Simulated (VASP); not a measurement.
A run of VASP 6.6.1:

Contents of POSCAR:

```
BaTiO3
1.0
   -3.9634324567      0.0000000000      0.0000000000
    0.0000000000     -2.8580005465      2.8742890950
    0.0000000000      2.8580005465      2.8742890950
Ba Ti O
1 1 3
Direct
    0.0000000000      0.0095940432      0.0095940432
    0.5000000000      0.5251608682      0.5251608682
    0.0000000000      0.4915243828      0.4915243828
    0.5000000000      0.9813360307      0.4952446751
    0.5000000000      0.4952446751      0.9813360307
```

The input INCAR.step1:

```
PREC = Accurate ; ENCUT = 520
ISMEAR = -1 ; SIGMA = 0.1
LREAL = F ; LASPH = T
NELM = 80 ; NBANDS = 28
GGA = PE ; ALGO = Normal
EDIFF = 1E-4 ; LWAVE = T
LCHARG = F
```

The input INCAR.step2:

```
PREC = Accurate ; ENCUT = 520
EDIFF = 1E-7 ; ISMEAR = -1
SIGMA = 0.1 ; LREAL = F
LASPH = T ; NELM = 80
ALGO = Normal ; ISIF = 2
LWAVE = F ; LCHARG = T
METAGGA = R2SCAN ; LMIXTAU = T
LELF = T ; LVHAR = T
NBANDS = 28 ; ISTART = 1
```

Contents of KPOINTS:

```
Automatic mesh
0
Gamma
  6 6 6
```

Potentials or basis: VASP PAW PBE potentials, release 64 (Ba_sv, Ti_sv, O).

Run with:

```sh
$ cat potpaw_PBE.64/Ba_sv/POTCAR potpaw_PBE.64/Ti_sv/POTCAR potpaw_PBE.64/O/POTCAR > POTCAR
$ cp INCAR.step1 INCAR
$ mpirun -np 1 vasp_std > vasp.out
$ cp INCAR.step2 INCAR
$ mpirun -np 1 vasp_std > vasp.out
```

Hardware: 1 thread of Intel Xeon 8259CL (shared host).

**Question.** How long does it take, and how much memory?

**Answer.** Run time: 8.7 min on 1 thread of Intel Xeon 8259CL, with other jobs on the host, peak memory 0.24 GiB. Counts: k points 52.
